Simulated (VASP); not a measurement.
Set up this calculation in VASP 6.6.1, as the native input.

| Property | Result |
| --- | --- |
| Task | relaxation of cell and atoms |
| Functional | PBEsol |
| Potentials or basis | VASP PAW PBE potentials, release 64 (B, As) |
| Cutoff | 600 eV |
| k mesh | 10 × 10 × 10 |
| Occupations | gaussian, width 0.01 eV |
| Spin | no spin polarisation |
| Target pressure | 9 GPa |
| Dipole correction | no |
| Further INCAR settings | ALGO = Normal; EDIFF = 1e-06; IBRION = 2; EDIFFG = -0.001; NSW = 80; ISIF = 3 |

The structure of BAs lies in POSCAR:

```
BAs
1.0
    0.0000000000      2.3839378985      2.3839378985
    2.3839378985      0.0000000000      2.3839378985
    2.3839378985      2.3839378985      0.0000000000
B As
1 1
Direct
    0.0000000000      0.0000000000      0.0000000000
    0.7500000000      0.7500000000      0.7500000000
```

These files were run (other wordings do the same):

INCAR

```
PREC = Accurate ; ENCUT = 600
EDIFF = 1E-6 ; ISMEAR = 0
SIGMA = 0.01 ; LREAL = False
LASPH = True ; NELM = 100
ALGO = Normal ; ISIF = 3
LWAVE = False ; LCHARG = False
GGA = PS ; IBRION = 2
NSW = 80 ; EDIFFG = -0.001
PSTRESS = 90.0
```

KPOINTS

```
Automatic mesh
0
Gamma
  10 10 10
```

Potentials or basis: VASP PAW PBE potentials, release 64 (B, As).

Command:

```console
$ cat potpaw_PBE.64/B/POTCAR potpaw_PBE.64/As/POTCAR > POTCAR
$ mpirun -np 1 vasp_std > vasp.out
```

Results of the run:

The relaxed volume is 12.88 Å³/atom and the relaxed cell is a = 3.315 Å, b = 3.315 Å, c = 3.315 Å, α = 60.00°, β = 60.00°, γ = 60.00°. The space group after relaxing (to 0.1 Å) is F-43m (No. 216) and the energy change on relaxing (the run minimises the enthalpy) is +19.9 meV/atom. The ionic steps are 6 and the pressure after relaxing is 9.0 GPa. The band gap on the k mesh is 1.02 eV (least direct gap 3.31 eV).

Caveat: the cell is relaxed towards a set pressure, so the run minimises the enthalpy, not the energy; the PAW data sets were made with another functional, which shifts forces and pressure a little.

Run time: 17 s on 1 thread of Intel(R) Xeon(R) 6975P-C (Granite Rapids), with other jobs on the host, peak memory 0.17 GiB.
